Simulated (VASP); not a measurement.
A run of VASP 6.6.1 is set up as follows.

The input INCAR:

```
SYSTEM = FePt
PREC     = Accurate       ! precision mode
ENCUT    = 690            ! plane-wave cutoff, eV
EDIFF    = 1E-6           ! SCF threshold, eV
ISMEAR   = -1             ! smearing method
SIGMA    = 0.05           ! smearing width, eV
LREAL    = .FALSE.        ! projectors in reciprocal space
LASPH    = .TRUE.         ! aspherical terms in the spheres
NELM     = 200            ! most SCF steps
ALGO     = Normal         ! electronic algorithm
ISIF     = 2              ! what is computed and relaxed
LWAVE    = .FALSE.        ! write WAVECAR
LCHARG   = .FALSE.        ! write CHGCAR
ISPIN    = 2              ! spin polarisation
MAGMOM   = 0 3            ! initial moments
LORBIT   = 11             ! projections on sites
LMAXMIX  = 4              ! l up to which the mixer works
NBANDS   = 28             ! bands
GGA_COMPAT= .FALSE.
```

Contents of KPOINTS:

```
regular mesh
0
G
  10 10 7
  0 0 0
```

Contents of POSCAR:

```
FePt
1.0
    2.7235000000      0.0000000000      0.0000000000
    0.0000000000      2.7235000000      0.0000000000
    0.0000000000      0.0000000000      3.7200000000
Pt Fe
1 1
Direct
    0.5000000000      0.5000000000      0.5000000000
    0.0000000000      0.0000000000      0.0000000000
```

Potentials or basis: VASP PAW LDA potentials, release 64 (Pt_sv_GW, Fe_sv).

Launch:

```console
$ cat potpaw_LDA.64/Pt_sv_GW/POTCAR potpaw_LDA.64/Fe_sv/POTCAR > POTCAR
$ mpirun -np 1 vasp_std > vasp.out
```

(1) Predict the pressure.

(2) What does it give for the net moment?

(3) Predict the site moments.

## Answers

(1) -13.2 GPa.

(2) 3.20 μB per cell.

(3) Pt +0.36; Fe +2.72 μB.

Caveat: the cell stands under tension.
